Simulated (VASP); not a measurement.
# C in VASP: a series of runs

C is run at these levels: LDA, PBEsol+D3(BJ); tasks: single point, relaxation of cell and atoms.

Everything below comes from runs of VASP 6.6.1. Logs are shortened: lines on timing, memory, paths and dates and some standing lists are left out, and cuts for length are marked.

### Step 1. The cell of the first run

The cell holds a slab with vacuum, 2 atoms: a = 2.445 Å, b = 2.445 Å, c = 8.524 Å, α = 90.00°, β = 90.00°, γ = 120.00°.

### Step 2. Single point, LDA

Contents of INCAR:

```
  PREC = Accurate
  ENCUT = 520
  EDIFF = 1E-7
  ISMEAR = -1
  SIGMA = 0.1
  LREAL = F
  LASPH = T
  NELM = 100
  ALGO = Normal
  ISIF = 2
  LWAVE = F
  LCHARG = F
  NBANDS = 11
```

Contents of KPOINTS:

```
Automatic mesh
0
Gamma
  15 15 4
```

Contents of POSCAR:

```
C
1.0
    2.4447237704      0.0000000000      0.0000000000
   -1.2223618852      2.1171928904      0.0000000000
    0.0000000000      0.0000000000      8.5238927671
C
2
Direct
    0.3333333333      0.6666666667      0.0000000000
    0.6666666667      0.3333333333      0.0000000000
```

Potentials or basis: VASP PAW LDA potentials, release 64 (C).

Started as:

```
> cat potpaw_LDA.64/C/POTCAR > POTCAR
> mpirun -np 1 vasp_std > vasp.out
```

OUTCAR:

```text
PREC = Accurate
   ENCUT = 520
   EDIFF = 1E-7
   ISMEAR = -1
   LREAL = F
   LASPH = T
   NELM = 100
   ISIF = 2

 ion  position               nearest neighbor table
   1  0.333  0.667  0.000-   2 1.41   2 1.41   2 1.41
   2  0.667  0.333  0.000-   1 1.41   1 1.41   1 1.41

  LATTYP: Found a hexagonal cell.
 ALAT       =     2.4447237704
 C/A-ratio  =     3.4866486228

  Lattice vectors:

 A1 = (   2.4447237704,   0.0000000000,   0.0000000000)
 A2 = (  -1.2223618852,   2.1171928904,   0.0000000000)
 A3 = (   0.0000000000,   0.0000000000,   8.5238927671)

Analysis of symmetry for initial positions (statically):
=====================================================================
 Subroutine PRICEL returns:
 Original cell was already a primitive cell.

 Routine SETGRP: Setting up the symmetry group for a
 hexagonal supercell.

 Subroutine GETGRP returns: Found 24 space group operations
 (whereof 24 operations were pure point group operations)
 out of a pool of 24 trial point group operations.

The static configuration has the point symmetry D_6h.

Analysis of symmetry for dynamics (positions and initial velocities):
=====================================================================
 Subroutine PRICEL returns:
 Original cell was already a primitive cell.

 Routine SETGRP: Setting up the symmetry group for a
 hexagonal supercell.

 Subroutine GETGRP returns: Found 24 space group operations
 (whereof 24 operations were pure point group operations)
 out of a pool of 24 trial point group operations.

The dynamic configuration has the point symmetry D_6h.

 Subroutine INISYM returns: Found 24 space group operations
 (whereof 24 operations are pure point group operations),
 and found     1 'primitive' translations

----------------------------------------------------------------------------------------

                                     Primitive cell

  volume of cell :      44.1193

  direct lattice vectors                    reciprocal lattice vectors
     2.444723770  0.000000000  0.000000000     0.409044168  0.236161760  0.000000000
    -1.222361885  2.117192890  0.000000000     0.000000000  0.472323521  0.000000000
     0.000000000  0.000000000  8.523892767     0.000000000  0.000000000  0.117317290

  length of vectors
     2.444723770  2.444723770  8.523892767     0.472323521  0.472323521  0.117317290

  position of ions in fractional coordinates (direct lattice)
     0.333333333  0.666666667  0.000000000
     0.666666667  0.333333333  0.000000000

  ion indices of the primitive-cell ions
   primitive index   ion index
                 1           1
                 2           2

----------------------------------------------------------------------------------------

 KPOINTS: Automatic mesh

Automatic generation of k-mesh.
 Grid dimensions read from file:
 generate k-points for:   15   15    4

 Generating k-lattice:

  Cartesian coordinates                     Fractional coordinates (reciprocal lattice)
     0.027269611  0.015744117  0.000000000     0.066666667 -0.000000000  0.000000000
     0.000000000  0.031488235  0.000000000     0.000000000  0.066666667  0.000000000
     0.000000000  0.000000000  0.029329323     0.000000000  0.000000000  0.250000000

  Length of vectors
     0.031488235  0.031488235  0.029329323

  Shift w.r.t. Gamma in fractional coordinates (k-lattice)
     0.000000000  0.000000000  0.000000000

 Subroutine IBZKPT returns following result:
 ===========================================

 Found     81 irreducible k-points:

 Following reciprocal coordinates:
            Coordinates               Weight
  0.000000  0.000000  0.000000      1.000000
  0.066667  0.000000  0.000000      6.000000
  0.133333  0.000000  0.000000      6.000000
  0.200000  0.000000  0.000000      6.000000
  0.266667  0.000000  0.000000      6.000000
  0.333333  0.000000  0.000000      6.000000
[... 16 lines left out ...]
  0.333333  0.200000  0.000000     12.000000
  0.400000  0.200000  0.000000      6.000000
 [... further k-points ...]
   k-points           NKPTS =     81   k-points in BZ     NKDIM =     81   number of bands    NBANDS=     11
   number of dos      NEDOS =    301   number of ions     NIONS =      2
   total plane-waves  NPLWV =  20736
   dimension x,y,z NGX =    18 NGY =   18 NGZ =   64
   dimension x,y,z NGXF=    36 NGYF=   36 NGZF=  128
   ions per type =               2
   NGX,Y,Z   is equivalent  to a cutoff of  12.24, 12.24, 12.48 a.u.
   NGXF,Y,Z  is equivalent  to a cutoff of  24.48, 24.48, 24.96 a.u.
 SYSTEM =  unknown system
   PREC   = accura    normal or accurate (medium, high low for compatibility)
   ISTART =      0    job   : 0-new  1-cont  2-samecut
   ICHARG =      2    charge: 1-file 2-atom 10-const
   ISPIN  =      1    spin polarized calculation?
   LNONCOLLINEAR =      F non collinear calculations
   LSORBIT =      F    spin-orbit coupling
   LASPH  =      T    aspherical Exc in radial PAW
   ENCUT  =  520.0 eV  38.22 Ry    6.18 a.u.   4.55  4.55 15.85*2*pi/ulx,y,z
   NELM   =    100;   NELMIN=  2; NELMDL= -5     # of ELM steps
   EDIFF  = 0.1E-06   stopping-criterion for ELM
   LREAL  =      F    real-space projection
   EDIFFG = 0.1E-05   stopping-criterion for IOM
   NSW    =      0    number of steps for IOM
   IBRION =     -1    ionic relax: 0-MD 1-quasi-New 2-CG
   NFREE  =      0    steps in history (QN), initial steepest desc. (CG)
   ISIF   =      2    stress and relaxation
   ISYM   =      2    0-nonsym 1-usesym 2-fastsym
   POTIM  = 0.5000    time-step for ionic-motion
   TEBEG  =    0.0;   TEEND  =   0.0 temperature during run
   PSTRESS=    0.0 pullay stress
   NELECT =       8.0000    total number of electrons
   NUPDOWN=      -1.0000    fix difference up-down
   EMIN   =  10.00;   EMAX   =-10.00  energy-range for DOS
   EFERMI =   0.00;   METHOD = LEGACY
   ISMEAR =    -1;   SIGMA  =   0.10  broadening in eV -4-tet -1-fermi 0-gaus
   EFERMI_NEDOS =   21; number of points for ismear=-14 and -15
   IALGO  =     38    algorithm
   IMIX   =      4    mixing-type and parameters
     AMIX     =   0.40;   BMIX     =  1.00
     AMIX_MAG =   1.60;   BMIX_MAG =  1.00
  volume/ion in A,a.u.               =      22.06       148.87
  Fermi-wavevector in a.u.,A,eV,Ry     =   0.926607  1.751033 11.681961  0.858600
  Thomas-Fermi vector in A             =   2.052587
   LORBIT       =      0    0 simple, 1 ext, 2 COOP (PROOUT), +10 PAW based schemes
   GGA     = CA    functional components
   LHFCALC =     F    Hartree Fock is set to
   AEXX    =    0.0000 exact exchange contribution
   IVDW    =     0    specifies the selected vdW correction
   LEPSILON=     F    determine dielectric tensor
   LRPA    =     F    only Hartree local field effects (RPA)
 non-spin polarized calculation
  energy-cutoff  :      520.00
  volume of cell :       44.12
 maximum number of plane-waves:      1211
   NGX =  9   NGY =  9   NGZ = 31

 number of electron       7.9999997 magnetization

 Free energy of the ion-electron system (eV)
  ---------------------------------------------------
  ext. energy  EPLUGINS =         0.00000000
  ---------------------------------------------------
  free energy    TOTEN  =       -20.17459592 eV

  energy without entropy =      -20.17212611  energy(sigma->0) =      -20.17336101

 E-fermi :  -0.8349     XC(G=0):  -5.1207

 val. band max:       -0.8348719006   @ k =   0.3333   0.3333   0.5000
 cond. band min:      -0.8348354365   @ k =   0.3333   0.3333   0.2500
 fundamental gap:      0.0000364641
 Fermi energy:        -0.8348514174

 k-point     1 :       0.0000    0.0000    0.0000
  band No.  band energies     occupation
      1     -20.3410      2.00000
      2      -8.6505      2.00000
      3      -3.8628      2.00000
      4      -3.8628      2.00000
      5       2.2540      0.00000
      6       4.5993      0.00000
      7       6.2165      0.00000
      8       7.5932      0.00000
      9       7.5932      0.00000
     10      10.8050      0.00000
     11      12.5456      0.00000

 k-point     2 :       0.0667    0.0000    0.0000
  band No.  band energies     occupation
      1     -20.2350      2.00000
      2      -8.5222      2.00000
      3      -4.2802      2.00000
      4      -4.0906      2.00000
      5       2.3985      0.00000
      6       4.7407      0.00000
      7       6.3533      0.00000
      8       7.6548      0.00000
      9       8.0531      0.00000
     10      10.4352      0.00000
     11      12.7117      0.00000

 k-point     3 :       0.1333    0.0000    0.0000
  band No.  band energies     occupation
      1     -19.9179      2.00000
      2      -8.1391      2.00000
      3      -5.3944      2.00000
      4      -4.6669      2.00000
      5       2.8323      0.00000
      6       5.1632      0.00000
      7       6.7611      0.00000
      8       7.7240      0.00000
      9       9.3177      0.00000
     10       9.4040      0.00000
     11      13.2452      0.00000

 k-point     4 :       0.2000    0.0000    0.0000
  band No.  band energies     occupation
      1     -19.3917      2.00000
      2      -7.5083      2.00000
      3      -6.9316      2.00000
      4      -5.3864      2.00000
      5       3.5548      0.00000
      6       5.8552      0.00000
      7       7.3466      0.00000
      8       7.7597      0.00000
      9       7.8993      0.00000
     10      11.1534      0.00000
     11      14.1050      0.00000
[... 239 lines left out ...]
 k-point    22 :       0.2667    0.2000    0.0000
  band No.  band energies     occupation
      1     -16.5218      2.00000
      2     -10.9770      2.00000
      3      -9.2067      2.00000
      4      -4.2062      2.00000
      5       2.6489      0.00000
      6       7.5745      0.00000
      7       9.3680      0.00000
      8      10.4022      0.00000
      9      11.4532      0.00000
     10      12.5699      0.00000
     11      13.1149      0.00000

 k-point    23 :       0.3333    0.2000    0.0000
  band No.  band energies     occupation
      1     -15.3558      2.00000
      2     -12.4338      2.00000
      3      -9.6223      2.00000
      4      -3.0366      2.00000
      5       1.2242      0.00000
      6       9.2534      0.00000
      7      10.2159      0.00000
      8      10.3282      0.00000
      9      12.7443      0.00000
     10      13.0457      0.00000
     11      13.0707      0.00000

 k-point    24 :       0.4000    0.2000    0.0000
  band No.  band energies     occupation
      1     -14.3546      2.00000
      2     -13.5482      2.00000
      3      -9.7512      2.00000
      4      -2.3643      2.00000
      5       0.4618      0.00000
      6      10.2651      0.00000
      7      10.4435      0.00000
      8      11.0619      0.00000
      9      11.2100      0.00000
     10      13.5813      0.00000
     11      14.5280      0.00000

 [... further k-points ...]
[... 5 lines left out ...]
  --------------------------------------------------------------------------------------
  -------------------------------------------------------------------------------------
  Total        0.1389711      0.1389711     -0.0139393      0.0000000      0.0000000      0.0000000
  in kB        5.0466943      5.0466943     -0.5061999      0.0000000      0.0000000      0.0000000
  external PRESSURE =       3.1957296 kB  Pullay stress =       0.0000000 kB

 VOLUME and BASIS-vectors are now :
 -----------------------------------------------------------------------------
  energy-cutoff  :      520.00
  volume of cell :       44.12
      direct lattice vectors                 reciprocal lattice vectors
     2.444723770  0.000000000  0.000000000     0.409044168  0.236161760  0.000000000
    -1.222361885  2.117192890  0.000000000     0.000000000  0.472323521  0.000000000
     0.000000000  0.000000000  8.523892767     0.000000000  0.000000000  0.117317290

 POSITION                                       TOTAL-FORCE (eV/Angst)
 -----------------------------------------------------------------------------------
     -0.00000      1.41146      0.00000        -0.000000      0.000000      0.000000
      1.22236      0.70573      0.00000         0.000000      0.000000     -0.000000
 -----------------------------------------------------------------------------------
    total drift:                                0.000000     -0.000000      0.000000

  FREE ENERGIE OF THE ION-ELECTRON SYSTEM (eV)
  ---------------------------------------------------
  free  energy   TOTEN  =       -20.1745959196 eV

  energy  without entropy=      -20.1721261073  energy(sigma->0) =      -20.17336101
```

It took 38 s on 1 thread of Intel Xeon Platinum 8375C at 2.90GHz (Ice Lake), shared host; peak memory 0.15 GiB.

What came out:

```yaml
Free_energy: -20.1746 eV
Band_gap_on_the_k_mesh: zero (filled and empty bands touch)
```

### Step 3. Relaxation of cell and atoms, PBEsol+D3(BJ)

This run uses another cell than the first one, of 22.27 Å³/atom, 1.009 times its volume.

Contents of INCAR:

```
PREC     = Accurate       # precision mode
ENCUT    = 600            # plane-wave cutoff, eV
EDIFF    = 1E-7           # SCF threshold, eV
ISMEAR   = -1             # smearing method
SIGMA    = 0.1            # smearing width, eV
LREAL    = F              # projectors in reciprocal space
LASPH    = T              # aspherical terms in the spheres
NELM     = 100            # most SCF steps
ALGO     = Normal         # electronic algorithm
ISIF     = 3              # what is computed and relaxed
LWAVE    = F              # write WAVECAR
LCHARG   = F              # write CHGCAR
GGA      = PS             # functional
IVDW     = 12             # dispersion correction
IBRION   = 2              # ionic algorithm
NSW      = 80             # ionic steps
EDIFFG   = -0.01          # ionic threshold
```

KPOINTS is that of step 2.

Contents of POSCAR:

```
C
1.0
    2.4561700000      0.0000000000      0.0000000000
   -1.2280850000      2.1271060000      0.0000000000
    0.0000000000      0.0000000000      8.5238030000
C
2
Direct
    0.3333333333      0.6666666667      0.0000000000
    0.6666666667      0.3333333333      0.0000000000
```

Potentials or basis: VASP PAW PBE potentials, release 64 (C).

Started as:

```
> cat potpaw_PBE.64/C/POTCAR > POTCAR
> mpirun -np 1 vasp_std > vasp.out
```

Run time: 11 min. Hardware: 1 thread of Intel Xeon Platinum 8375C at 2.90GHz (Ice Lake), shared host; peak memory 0.2 GiB.

The run converged. Its results:

```
Free energy                            : -19.5023 eV
Relaxed volume                         : 9.22 Å³/atom
Relaxed cell                           : a = 2.459 Å, b = 2.459 Å, c = 3.524 Å, α = 90.00°, β = 90.00°, γ = 120.00°
Space group after relaxing (to 0.05 Å) : P6/mmm (No. 191)
Energy gained by relaxing              : 56.8 meV/atom
Ionic steps                            : 26
Band gap on the k mesh                 : zero (band 4 reaches 4.77 eV, above the bottom of band 5 at 3.75 eV)
Dispersion energy per atom             : -0.105 eV
```

The path:
```
step  energy change (eV)  largest force (eV/Å)  pressure (GPa)  volume (Å³)
   1              0.0000                0.0000            0.41        44.53
   2              0.0012                0.0000           -1.17        44.90
   3             -0.0003                0.0000           -0.08        44.64
   4             -0.0004                0.0000           -0.08        44.59
   5             -0.0005                0.0000           -0.08        44.44
   6             -0.0009                0.0000           -0.09        44.13
   7             -0.0017                0.0000           -0.10        43.51
   8             -0.0035                0.0000           -0.12        42.27
   9             -0.0075                0.0000           -0.15        39.79
  10             -0.0167                0.0000           -0.19        34.83
  11             -0.0582                0.0000           -0.53        24.91
  12             35.6562                0.0000         2208.64         5.06
  13             -0.0613                0.0000           -0.54        24.51
  14              0.0659                0.0000            6.09        14.79
  15             -0.0686                0.0000           -0.60        23.65
  16             -0.1111                0.0000           -0.60        19.22
  17             -0.0958                0.0000            0.76        17.00
  18             -0.1133                0.0000           -0.47        18.71
  19             -0.1132                0.0000           -0.25        18.19
  20              0.0559                0.0000           31.62        17.48
  21             -0.1133                0.0000            0.28        18.18
  22             -0.1133                0.0000            0.32        18.18
  23             -0.1133                0.0000           -0.07        18.73
  24             -0.1137                0.0000            0.13        18.44
  25             -0.1075                0.0000           -5.34        18.68
  26             -0.1137                0.0000            0.00        18.45
```

Final structure:
```
C
1.0
     2.45866    0.00000    0.00000
    -1.22933    2.12926    0.00000
     0.00000    0.00000    3.52393
C
2
Direct
  0.33333 0.66667 0.00000
  0.66667 0.33333 0.00000
```

Levels at points of the mesh, in eV from the Fermi level:
```
           k point  band 2  band 3  band 4  band 5  band 6  band 7
(0.00, 0.00, 0.00)   -6.87   -2.98   -2.98    3.68    8.34    8.34
(0.00, 0.00, 0.50)   -8.44   -2.96   -2.96    8.40    8.40    9.24
```

Caveat: the volume moved by over 15 % at a fixed basis, so the end points are rough; the PAW data sets were made with another functional, which shifts forces and pressure a little.
